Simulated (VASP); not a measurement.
# TiB2 in VASP: a series of runs, part 2 of 3

VASP 6.6.1.

## 4. Electric field gradients, PBEsol (volume scaled by 0.94)

File INCAR:

```
ALGO     = Normal         # electronic algorithm
EDIFF    = 1E-8           # SCF threshold, eV
ENCUT    = 520            # plane-wave cutoff, eV
GGA      = PS             # functional
ISIF     = 2              # what is computed and relaxed
ISMEAR   = -1             # smearing method
LASPH    = True           # aspherical terms in the spheres
LCHARG   = False          # write CHGCAR
LEFG     = True         
LREAL    = False          # projectors in reciprocal space
LWAVE    = False          # write WAVECAR
NBANDS   = 16             # bands
NELM     = 100            # most SCF steps
PREC     = Accurate       # precision mode
SIGMA    = 0.03           # smearing width, eV
```

File KPOINTS:

```
k-points
0
Gamma
  14 14 11
```

File POSCAR:

```
TiB2
1.0
    2.9673604788      0.0000000000      0.0000000000
   -1.4836802394      2.5698095569      0.0000000000
    0.0000000000      0.0000000000      3.1624957934
Ti B
1 2
Direct
    0.0000000000      0.0000000000      0.0000000000
    0.3333333333      0.6666666667      0.5000000000
    0.6666666667      0.3333333333      0.5000000000
```

Potentials or basis: VASP PAW PBE potentials, release 64 (Ti_sv, B).

Command:

```
$ cat potpaw_PBE.64/Ti_sv/POTCAR potpaw_PBE.64/B/POTCAR > POTCAR
$ mpirun -np 1 vasp_std > vasp.out
```

OUTCAR:

```text
EDIFF = 1E-8
   ENCUT = 520
   GGA = PS
   ISIF = 2
   ISMEAR = -1
   LASPH = True
   LREAL = False
   NELM = 100
   PREC = Accurate

 ion  position               nearest neighbor table
   1  0.000  0.000  0.000-   2 2.33   3 2.33   2 2.33   3 2.33   3 2.33   3 2.33   2 2.33   2 2.33
                             3 2.33   3 2.33   2 2.33   2 2.33
   2  0.333  0.667  0.500-   3 1.71   3 1.71   3 1.71   1 2.33   1 2.33   1 2.33   1 2.33   1 2.33
                             1 2.33
   3  0.667  0.333  0.500-   2 1.71   2 1.71   2 1.71   1 2.33   1 2.33   1 2.33   1 2.33   1 2.33
                             1 2.33

  LATTYP: Found a hexagonal cell.
 ALAT       =     2.9673604788
 C/A-ratio  =     1.0657605694

  Lattice vectors:

 A1 = (   2.9673604788,   0.0000000000,   0.0000000000)
 A2 = (  -1.4836802394,   2.5698095569,   0.0000000000)
 A3 = (   0.0000000000,   0.0000000000,   3.1624957934)

Analysis of symmetry for initial positions (statically):
=====================================================================
 Subroutine PRICEL returns:
 Original cell was already a primitive cell.

 Routine SETGRP: Setting up the symmetry group for a
 hexagonal supercell.

 Subroutine GETGRP returns: Found 24 space group operations
 (whereof 24 operations were pure point group operations)
 out of a pool of 24 trial point group operations.

The static configuration has the point symmetry D_6h.

Analysis of symmetry for dynamics (positions and initial velocities):
=====================================================================
 Subroutine PRICEL returns:
 Original cell was already a primitive cell.

 Routine SETGRP: Setting up the symmetry group for a
 hexagonal supercell.

 Subroutine GETGRP returns: Found 24 space group operations
 (whereof 24 operations were pure point group operations)
 out of a pool of 24 trial point group operations.

The dynamic configuration has the point symmetry D_6h.

 Subroutine INISYM returns: Found 24 space group operations
 (whereof 24 operations are pure point group operations),
 and found     1 'primitive' translations

----------------------------------------------------------------------------------------

                                     Primitive cell

  volume of cell :      24.1158

  direct lattice vectors                    reciprocal lattice vectors
     2.967360479  0.000000000  0.000000000     0.336999838  0.194566947  0.000000000
    -1.483680239  2.569809557  0.000000000     0.000000000  0.389133894  0.000000000
     0.000000000  0.000000000  3.162495793     0.000000000  0.000000000  0.316205954

  length of vectors
     2.967360479  2.967360479  3.162495793     0.389133894  0.389133894  0.316205954

  position of ions in fractional coordinates (direct lattice)
     0.000000000  0.000000000  0.000000000
     0.333333333  0.666666667  0.500000000
     0.666666667  0.333333333  0.500000000

  ion indices of the primitive-cell ions
   primitive index   ion index
                 1           1
                 2           2
                 3           3
[... 84 lines left out ...]
   NUPDOWN=      -1.0000    fix difference up-down
   EMIN   =  10.00;   EMAX   =-10.00  energy-range for DOS
   EFERMI =   0.00;   METHOD = LEGACY
   ISMEAR =    -1;   SIGMA  =   0.03  broadening in eV -4-tet -1-fermi 0-gaus
   EFERMI_NEDOS =   21; number of points for ismear=-14 and -15
   IALGO  =     38    algorithm
   IMIX   =      4    mixing-type and parameters
     AMIX     =   0.40;   BMIX     =  1.00
     AMIX_MAG =   1.60;   BMIX_MAG =  1.00
  volume/ion in A,a.u.               =       8.04        54.25
  Fermi-wavevector in a.u.,A,eV,Ry     =   1.485019  2.806278 30.004664  2.205281
  Thomas-Fermi vector in A             =   2.598483
   LORBIT       =      0    0 simple, 1 ext, 2 COOP (PROOUT), +10 PAW based schemes
   GGA     = PS    functional components
   LHFCALC =     F    Hartree Fock is set to
   AEXX    =    0.0000 exact exchange contribution
   IVDW    =     0    specifies the selected vdW correction
   LEPSILON=     F    determine dielectric tensor
   LRPA    =     F    only Hartree local field effects (RPA)
 non-spin polarized calculation
  energy-cutoff  :      520.00
  volume of cell :       24.12
 maximum number of plane-waves:       672
 NGX is ok and might be reduce to    24
   NGX = 11   NGY = 11   NGZ = 11

 number of electron      17.9999999 magnetization

 Free energy of the ion-electron system (eV)
  ---------------------------------------------------
  ext. energy  EPLUGINS =         0.00000000
  ---------------------------------------------------
  free energy    TOTEN  =       -25.75011235 eV

  energy without entropy =      -25.74908157  energy(sigma->0) =      -25.74959696

 E-fermi :  10.6329     XC(G=0): -13.1734

 val. band max:       10.5576477813   @ k =   0.0714   0.0714   0.2727
 cond. band min:      10.6414483707   @ k =   0.0714  -0.0000   0.2727
 fundamental gap:      0.0838005894
 Fermi energy:        10.6328697221

 k-point     1 :       0.0000    0.0000    0.0000
  band No.  band energies     occupation
      1     -45.9533      2.00000
      2     -22.4304      2.00000
      3     -22.0597      2.00000
      4     -22.0597      2.00000
      5      -3.2122      2.00000
      6       7.8664      2.00000
[... 433 lines left out ...]
      3     -22.3756      2.00000
      4     -22.3295      2.00000
      5       1.9605      2.00000
      6       2.1080      2.00000
[... 8 lines left out ...]
     15      20.8557      0.00000
     16      21.7104      0.00000

 [... further k-points ...]

------------------------ aborting loop because EDIFF is reached ----------------------------------------

  FORCE on cell =-STRESS in cart. coord.  units (eV):
  Direction    XX          YY          ZZ          XY          YZ          ZX
  --------------------------------------------------------------------------------------
  -------------------------------------------------------------------------------------
  Total        2.2274934      2.2274934      1.1857500      0.0000000     -0.0000000     -0.0000000
  in kB      147.9877593    147.9877594     78.7775599      0.0000000     -0.0000000     -0.0000000
  external PRESSURE =     124.9176929 kB  Pullay stress =       0.0000000 kB

 VOLUME and BASIS-vectors are now :
 -----------------------------------------------------------------------------
  energy-cutoff  :      520.00
  volume of cell :       24.12
      direct lattice vectors                 reciprocal lattice vectors
     2.967360479  0.000000000  0.000000000     0.336999838  0.194566947  0.000000000
    -1.483680239  2.569809557  0.000000000     0.000000000  0.389133894  0.000000000
     0.000000000  0.000000000  3.162495793     0.000000000  0.000000000  0.316205954

 POSITION                                       TOTAL-FORCE (eV/Angst)
 -----------------------------------------------------------------------------------
      0.00000      0.00000      0.00000         0.000000      0.000000     -0.000000
     -0.00000      1.71321      1.58125        -0.000000      0.000000     -0.000000
      1.48368      0.85660      1.58125         0.000000     -0.000000      0.000000
 -----------------------------------------------------------------------------------
    total drift:                               -0.000000      0.000000      0.000000

  FREE ENERGIE OF THE ION-ELECTRON SYSTEM (eV)
  ---------------------------------------------------
  free  energy   TOTEN  =       -25.7501123541 eV

  energy  without entropy=      -25.7490815736  energy(sigma->0) =      -25.74959696

 Electric field gradients (V/A^2)
---------------------------------------------------------------------
 ion       V_xx      V_yy      V_zz      V_xy      V_xz      V_yz
---------------------------------------------------------------------
   1      -9.664    -9.665    19.329    -0.000    -0.000    -0.000
   2      -2.316    -2.316     4.631     0.000     0.000     0.000
   3      -2.316    -2.316     4.631     0.000     0.000     0.000
---------------------------------------------------------------------

 Electric field gradients after diagonalization (V/A^2)
 (convention: |V_zz| > |V_xx| > |V_yy|)
----------------------------------------------------------------------
 ion       V_xx      V_yy      V_zz     asymmetry (V_yy - V_xx)/ V_zz
----------------------------------------------------------------------
   1      -9.665    -9.664    19.329       0.000
   2      -2.316    -2.316     4.631       0.000
   3      -2.316    -2.316     4.631       0.000
----------------------------------------------------------------------

           NMR quadrupolar parameters

 Cq : quadrupolar parameter    Cq=e*Q*V_zz/h
 eta: asymmetry parameters     (V_yy - V_xx)/ V_zz
 Q  : nuclear electric quadrupole moment in mb (millibarn)
----------------------------------------------------------------------
 ion       Cq(MHz)       eta       Q (mb)
----------------------------------------------------------------------
   1       0.047       0.000       1.000
   2       0.011       0.000       1.000
   3       0.011       0.000       1.000
----------------------------------------------------------------------
```

It took 33 s on 1 thread of Intel Xeon Platinum 8259CL at 2.50GHz (Skylake/Cascade Lake), shared host; peak memory 0.18 GiB.

Results:

* Free energy: -25.7501 eV
* Pressure: 12.5 GPa
* Band gap on the k mesh: zero (band 9 reaches 11.12 eV, above the bottom of band 10 at 10.43 eV)

Levels at points of the mesh, in eV from the Fermi level:
```csv
k point,band 6,band 7,band 8,band 9,band 10,band 11,band 12,band 13
"(0.00, 0.00, 0.00)",-2.77,-2.77,-2.36,-2.34,2.04,2.04,3.94,3.94
"(0.50, 0.00, 0.00)",-9.32,-3.46,-3.38,-2.49,1.42,2.98,3.51,3.52
```

Electric field gradients, principal values (V/Å²):
| atom | least | middle | greatest (by size) |
| --- | --- | --- | --- |
| 1 Ti | -9.664 | -9.665 | 19.329 |
| 2 B | -2.316 | -2.316 | 4.631 |
| 3 B | -2.316 | -2.316 | 4.631 |

Caveat: without QUAD_EFG the Cq values of the log hold for a quadrupole moment of 1 mb, not for the nuclei; the PAW data sets were made with another functional, which shifts forces and pressure a little.

(Part 2 of 3 ends here.)
